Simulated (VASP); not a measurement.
Here is a VASP 6.6.1 calculation.

Contents of INCAR:

```
SYSTEM = InSb
ALGO = Normal ; EDIFF = 1E-7
EDIFFG = -0.01 ; ENCUT = 500
GGA = RE ; GGA_COMPAT = .False.
IBRION = 2 ; ISIF = 3
ISMEAR = -1 ; LASPH = .True.
LCHARG = .False. ; LREAL = .False.
LWAVE = .False. ; NELM = 120
NELMIN = 4 ; NSW = 60
PREC = Accurate ; SIGMA = 0.1
```

Contents of KPOINTS:

```
k-points
0
Gamma
  5 5 5
  0 0 0
```

POSCAR

```
InSb
1.0
    0.0000000000      3.1242040000      3.1242040000
    3.1242040000      0.0000000000      3.1242040000
    3.1242040000      3.1242040000      0.0000000000
In Sb
1 1
Direct
    0.0000000000      0.0000000000      0.0000000000
    0.5000000000      0.5000000000      0.5000000000
```

Potentials or basis: VASP PAW PBE potentials, release 64 (In_d, Sb).

Command:

```bash
$ cat potpaw_PBE.64/In_d/POTCAR potpaw_PBE.64/Sb/POTCAR > POTCAR
$ mpirun -np 1 vasp_std > vasp.out
```

**Question.** Predict the band gap on the k mesh.

**Answer.** Zero (band 9 reaches 6.83 eV, above the bottom of band 10 at 4.47 eV).

**Question.** What does it give for the relaxed cell?

**Answer.** a = 4.389 Å, b = 4.389 Å, c = 4.389 Å, α = 60.00°, β = 60.00°, γ = 60.00°.

**Question.** What does it give for the space group after relaxing (to 0.05 Å)?

**Answer.** Fm-3m (No. 225).

Step by step:
| step | energy change (eV) | largest force (eV/Å) | pressure (GPa) | volume (Å³) |
| --- | --- | --- | --- | --- |
| 1 | 0.0000 | 0.0000 | -0.81 | 60.99 |
| 2 | -0.0030 | 0.0000 | 0.12 | 59.64 |
| 3 | -0.0031 | 0.0000 | 0.00 | 59.80 |

Caveat: the PAW data sets were made with another functional, which shifts forces and pressure a little; spin-orbit coupling is left out, which moves the levels of the heavy elements.
